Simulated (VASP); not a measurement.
# TiAl (vib) (P-6m2) in VASP: further runs, part 2 of 2

VASP 6.6.1. The steps go on from the part before.

## 3. Single point, LDA

This run uses another cell than the first one, of 15.71 Å³/atom, 0.943 times its volume.

INCAR

```
PREC = Accurate
ENCUT = 520
EDIFF = 1E-6
ISMEAR = 0
SIGMA = 0.1
LREAL = False
LASPH = True
NELM = 100
ALGO = Normal
ISIF = 2
LWAVE = False
LCHARG = False
GGA = CA
NBANDS = 14
```

KPOINTS

```
Automatic mesh
0
Gamma
  15 15 8
```

POSCAR

```
TiAl
1.0
    2.8121364917      0.0000000028      0.0000000000
   -1.4060682483      2.4353816393      0.0000000000
    0.0000000000      0.0000000000      4.5864756318
Ti Al
1 1
Direct
    0.0000000000      0.0000000000      0.0000000000
    0.3333333333      0.6666666667      0.5000000000
```

Potentials or basis: VASP PAW LDA potentials, release 64 (Ti_sv, Al).

On the command line:

```sh
$ cat potpaw_LDA.64/Ti_sv/POTCAR potpaw_LDA.64/Al/POTCAR > POTCAR
$ mpirun -np 1 vasp_std > vasp.out
```

OUTCAR:

```text
PREC = Accurate
   ENCUT = 520
   EDIFF = 1E-6
   ISMEAR = 0
   LREAL = False
   LASPH = True
   NELM = 100
   ISIF = 2
   GGA = CA

 ion  position               nearest neighbor table
   1  0.000  0.000  0.000-   2 2.81   2 2.81   2 2.81   2 2.81   2 2.81   2 2.81
   2  0.333  0.667  0.500-   1 2.81   1 2.81   1 2.81   1 2.81   1 2.81   1 2.81

  LATTYP: Found a hexagonal cell.
 ALAT       =     2.8121364917
 C/A-ratio  =     1.6309576883

  Lattice vectors:

 A1 = (   2.8121364917,   0.0000000028,   0.0000000000)
 A2 = (  -1.4060682483,   2.4353816393,   0.0000000000)
 A3 = (   0.0000000000,   0.0000000000,   4.5864756318)

Analysis of symmetry for initial positions (statically):
=====================================================================
 Subroutine PRICEL returns:
 Original cell was already a primitive cell.

 Routine SETGRP: Setting up the symmetry group for a
 hexagonal supercell.

 Subroutine GETGRP returns: Found 12 space group operations
 (whereof 12 operations were pure point group operations)
 out of a pool of 24 trial point group operations.

The static configuration has the point symmetry D_3h.

Analysis of symmetry for dynamics (positions and initial velocities):
=====================================================================
 Subroutine PRICEL returns:
 Original cell was already a primitive cell.

 Routine SETGRP: Setting up the symmetry group for a
 hexagonal supercell.

 Subroutine GETGRP returns: Found 12 space group operations
 (whereof 12 operations were pure point group operations)
 out of a pool of 24 trial point group operations.

The dynamic configuration has the point symmetry D_3h.

 Subroutine INISYM returns: Found 12 space group operations
 (whereof 12 operations are pure point group operations),
 and found     1 'primitive' translations

----------------------------------------------------------------------------------------

                                     Primitive cell

  volume of cell :      31.4111

  direct lattice vectors                    reciprocal lattice vectors
     2.812136492  0.000000003  0.000000000     0.355601516  0.205306631  0.000000000
    -1.406068248  2.435381639  0.000000000    -0.000000000  0.410613262  0.000000000
     0.000000000  0.000000000  4.586475632     0.000000000  0.000000000  0.218032337

  length of vectors
     2.812136492  2.812136492  4.586475632     0.410613262  0.410613262  0.218032337

  position of ions in fractional coordinates (direct lattice)
     0.000000000  0.000000000  0.000000000
     0.333333333  0.666666667  0.500000000

  ion indices of the primitive-cell ions
   primitive index   ion index
                 1           1
                 2           2

----------------------------------------------------------------------------------------

 KPOINTS: Automatic mesh

Automatic generation of k-mesh.
 Grid dimensions read from file:
 generate k-points for:   15   15    8

 Generating k-lattice:

  Cartesian coordinates                     Fractional coordinates (reciprocal lattice)
     0.023706768  0.013687109  0.000000000     0.066666667  0.000000000  0.000000000
    -0.000000000  0.027374217  0.000000000     0.000000000  0.066666667  0.000000000
     0.000000000  0.000000000  0.027254042     0.000000000  0.000000000  0.125000000

  Length of vectors
     0.027374217  0.027374217  0.027254042

  Shift w.r.t. Gamma in fractional coordinates (k-lattice)
     0.000000000  0.000000000  0.000000000

 Subroutine IBZKPT returns following result:
 ===========================================

 Found    135 irreducible k-points:

 Following reciprocal coordinates:
            Coordinates               Weight
  0.000000  0.000000  0.000000      1.000000
  0.066667  0.000000  0.000000      6.000000
  0.133333  0.000000  0.000000      6.000000
  0.200000  0.000000  0.000000      6.000000
  0.266667  0.000000  0.000000      6.000000
  0.333333  0.000000  0.000000      6.000000
[... 16 lines left out ...]
  0.333333  0.200000  0.000000     12.000000
  0.400000  0.200000  0.000000      6.000000
 [... further k-points ...]
   k-points           NKPTS =    135   k-points in BZ     NKDIM =    135   number of bands    NBANDS=     14
   number of dos      NEDOS =    301   number of ions     NIONS =      2
   total plane-waves  NPLWV =  20736
   dimension x,y,z NGX =    24 NGY =   24 NGZ =   36
   dimension x,y,z NGXF=    48 NGYF=   48 NGZF=   72
   ions per type =               1   1
   NGX,Y,Z   is equivalent  to a cutoff of  14.19, 14.19, 13.05 a.u.
   NGXF,Y,Z  is equivalent  to a cutoff of  28.38, 28.38, 26.10 a.u.
 SYSTEM =  unknown system
   PREC   = accura    normal or accurate (medium, high low for compatibility)
   ISTART =      0    job   : 0-new  1-cont  2-samecut
   ICHARG =      2    charge: 1-file 2-atom 10-const
   ISPIN  =      1    spin polarized calculation?
   LNONCOLLINEAR =      F non collinear calculations
   LSORBIT =      F    spin-orbit coupling
   LASPH  =      T    aspherical Exc in radial PAW
   ENCUT  =  520.0 eV  38.22 Ry    6.18 a.u.   5.23  5.23  8.53*2*pi/ulx,y,z
   NELM   =    100;   NELMIN=  2; NELMDL= -5     # of ELM steps
   EDIFF  = 0.1E-05   stopping-criterion for ELM
   LREAL  =      F    real-space projection
   EDIFFG = 0.1E-04   stopping-criterion for IOM
   NSW    =      0    number of steps for IOM
   IBRION =     -1    ionic relax: 0-MD 1-quasi-New 2-CG
   NFREE  =      0    steps in history (QN), initial steepest desc. (CG)
   ISIF   =      2    stress and relaxation
   ISYM   =      2    0-nonsym 1-usesym 2-fastsym
   POTIM  = 0.5000    time-step for ionic-motion
   TEBEG  =    0.0;   TEEND  =   0.0 temperature during run
   PSTRESS=    0.0 pullay stress
   NELECT =      15.0000    total number of electrons
   NUPDOWN=      -1.0000    fix difference up-down
   EMIN   =  10.00;   EMAX   =-10.00  energy-range for DOS
   EFERMI =   0.00;   METHOD = LEGACY
   ISMEAR =     0;   SIGMA  =   0.10  broadening in eV -4-tet -1-fermi 0-gaus
   EFERMI_NEDOS =   21; number of points for ismear=-14 and -15
   IALGO  =     38    algorithm
   IMIX   =      4    mixing-type and parameters
     AMIX     =   0.40;   BMIX     =  1.00
     AMIX_MAG =   1.60;   BMIX_MAG =  1.00
  volume/ion in A,a.u.               =      15.71       105.99
  Fermi-wavevector in a.u.,A,eV,Ry     =   1.279610  2.418113 22.278216  1.637403
  Thomas-Fermi vector in A             =   2.412086
   LORBIT       =      0    0 simple, 1 ext, 2 COOP (PROOUT), +10 PAW based schemes
   GGA     = CA    functional components
   LHFCALC =     F    Hartree Fock is set to
   AEXX    =    0.0000 exact exchange contribution
   IVDW    =     0    specifies the selected vdW correction
   LEPSILON=     F    determine dielectric tensor
   LRPA    =     F    only Hartree local field effects (RPA)
 non-spin polarized calculation
 Gauss-broadening in eV      SIGMA  =   0.10
  energy-cutoff  :      520.00
  volume of cell :       31.41
 maximum number of plane-waves:       859
 NGX is ok and might be reduce to    24
   NGX = 11   NGY = 11   NGZ = 17

 number of electron      15.0000004 magnetization

 Free energy of the ion-electron system (eV)
  ---------------------------------------------------
  ext. energy  EPLUGINS =         0.00000000
  ---------------------------------------------------
  free energy    TOTEN  =       -13.25565987 eV

  energy without entropy =      -13.24174304  energy(sigma->0) =      -13.24870146

 E-fermi :   8.2525     XC(G=0): -11.4063

 val. band max:        8.2507419709   @ k =   0.2000   0.1333   0.5000
 cond. band min:       8.2565046522   @ k =   0.3333   0.0000   0.0000
 fundamental gap:      0.0057626814
 Fermi energy:         8.2524927417

 k-point     1 :       0.0000    0.0000    0.0000
  band No.  band energies     occupation
      1     -47.4484      2.00000
      2     -24.1646      2.00000
      3     -23.6690      2.00000
      4     -23.6690      2.00000
      5      -0.9154      2.00000
      6       5.9035      2.00000
      7       6.4645      2.00000
      8       9.5662      0.00000
      9       9.5662      0.00000
     10      11.1641      0.00000
     11      11.1641      0.00000
     12      12.4263      0.00000
     13      21.5253      0.00000
     14      21.5253      0.00000
[... 375 lines left out ...]
 k-point    24 :       0.4000    0.2000    0.0000
  band No.  band energies     occupation
      1     -47.3120      2.00000
      2     -24.2978      2.00000
      3     -24.0346      2.00000
      4     -23.9912      2.00000
      5       5.1565      2.00000
      6       5.9190      2.00000
      7       7.0501      2.00000
      8       7.4585      2.00000
      9       9.0375      0.00000
     10      10.8686      0.00000
     11      12.0132      0.00000
     12      12.9127      0.00000
     13      14.2051      0.00000
     14      16.5250      0.00000

 [... further k-points ...]
[... 5 lines left out ...]
  --------------------------------------------------------------------------------------
  -------------------------------------------------------------------------------------
  Total        0.0096490      0.0096490      0.0409711     -0.0000000      0.0000000      0.0000000
  in kB        0.4921649      0.4921649      2.0898052     -0.0000000      0.0000000      0.0000000
  external PRESSURE =       1.0247117 kB  Pullay stress =       0.0000000 kB

 VOLUME and BASIS-vectors are now :
 -----------------------------------------------------------------------------
  energy-cutoff  :      520.00
  volume of cell :       31.41
      direct lattice vectors                 reciprocal lattice vectors
     2.812136492  0.000000003  0.000000000     0.355601516  0.205306631  0.000000000
    -1.406068248  2.435381639  0.000000000    -0.000000000  0.410613262  0.000000000
     0.000000000  0.000000000  4.586475632     0.000000000  0.000000000  0.218032337

 POSITION                                       TOTAL-FORCE (eV/Angst)
 -----------------------------------------------------------------------------------
      0.00000      0.00000      0.00000         0.000000     -0.000000      0.000000
     -0.00000      1.62359      2.29324         0.000000      0.000000      0.000000
 -----------------------------------------------------------------------------------
    total drift:                                0.000000     -0.000000      0.000000

  FREE ENERGIE OF THE ION-ELECTRON SYSTEM (eV)
  ---------------------------------------------------
  free  energy   TOTEN  =       -13.2556598710 eV

  energy  without entropy=      -13.2417430446  energy(sigma->0) =      -13.24870146
```

It took 18 s on 1 thread of Intel Xeon 6975P-C (Granite Rapids), shared host; peak memory 0.18 GiB.

Results:

| Item | Value |
| --- | --- |
| Free energy | -13.2557 eV |
| Pressure | 0.1 GPa |

Levels at points of the mesh, in eV from the Fermi level:
| k point | band 5 | band 6 | band 7 | band 8 | band 9 | band 10 |
| --- | --- | --- | --- | --- | --- | --- |
| (0.00, 0.00, 0.00) | -9.17 | -2.35 | -1.79 | 1.31 | 1.31 | 2.91 |
| (0.00, 0.00, 0.50) | -8.22 | -5.34 | -0.49 | 1.33 | 1.33 | 2.83 |

## 4. Single point, LDA

This run uses another cell than the first one, of 15.77 Å³/atom, 0.947 times its volume.

INCAR

```
PREC = Accurate
ENCUT = 520
EDIFF = 1E-6
ISMEAR = -1
SIGMA = 0.15
LREAL = F
LASPH = T
NELM = 60
ALGO = Fast
ISIF = 2
LWAVE = F
LCHARG = F
GGA = CA
NBANDS = 14
```

KPOINTS

```
regular mesh
0
Gamma
  15 15 8
```

POSCAR

```
TiAl
1.0
    2.8229962355      0.0000000028      0.0000000000
   -1.4114981202      2.4447864533      0.0000000000
    0.0000000000      0.0000000000      4.5693087541
Ti Al
1 1
Direct
    0.0000000000      0.0000000000      0.0000000000
    0.3333333333      0.6666666667      0.5000000000
```

On the command line:

```sh
$ cat potpaw_LDA.64/Ti_sv/POTCAR potpaw_LDA.64/Al/POTCAR > POTCAR
$ mpirun -np 1 vasp_std > vasp.out
```

It took 43 s on 1 thread of Intel Xeon 6975P-C (Granite Rapids), shared host; peak memory 0.18 GiB.

It converged, with:

```yaml
Free_energy: -13.3343 eV
Pressure: 0.1 GPa
```

Stress tensor (GPa, compression positive):
```
0.04 0.00 0.00
0.00 0.04 0.00
0.00 0.00 0.18
```

Levels at points of the mesh, in eV from the Fermi level:
| k point | band 3 | band 4 | band 5 | band 6 | band 7 | band 8 | band 9 | band 10 | band 11 | band 12 |
| --- | --- | --- | --- | --- | --- | --- | --- | --- | --- | --- |
| (0.00, 0.00, 0.00) | -31.96 | -31.96 | -9.17 | -2.34 | -1.76 | 1.28 | 1.28 | 2.85 | 2.85 | 4.22 |
| (0.00, 0.00, 0.50) | -31.96 | -31.96 | -8.20 | -5.35 | -0.48 | 1.30 | 1.30 | 2.76 | 2.76 | 7.11 |

## 5. Overview

| cell | k mesh | smearing | gap on the mesh (eV) | pressure (GPa) |
| --- | --- | --- | --- | --- |
| a = 2.867, b = 2.867, c = 4.678 Å, angles 90.0, 90.0, 120.0°, 2 atoms | 9 × 9 × 4 | gaussian 0.1 eV | none | -6.0 |
| a = 2.812, b = 2.812, c = 4.586 Å, angles 90.0, 90.0, 120.0°, 2 atoms | 15 × 15 × 8 | gaussian 0.1 eV | none | 0.1 |
| a = 2.823, b = 2.823, c = 4.569 Å, angles 90.0, 90.0, 120.0°, 2 atoms | 15 × 15 × 8 | fermi-dirac 0.15 eV | none | 0.1 |

Alike in all rows: task single point; level LDA; potentials or basis VASP PAW LDA potentials, release 64 (Ti_sv, Al); no spin polarisation; cutoff (eV) 520.

Absolute energies hang on the potentials; compare differences alone.
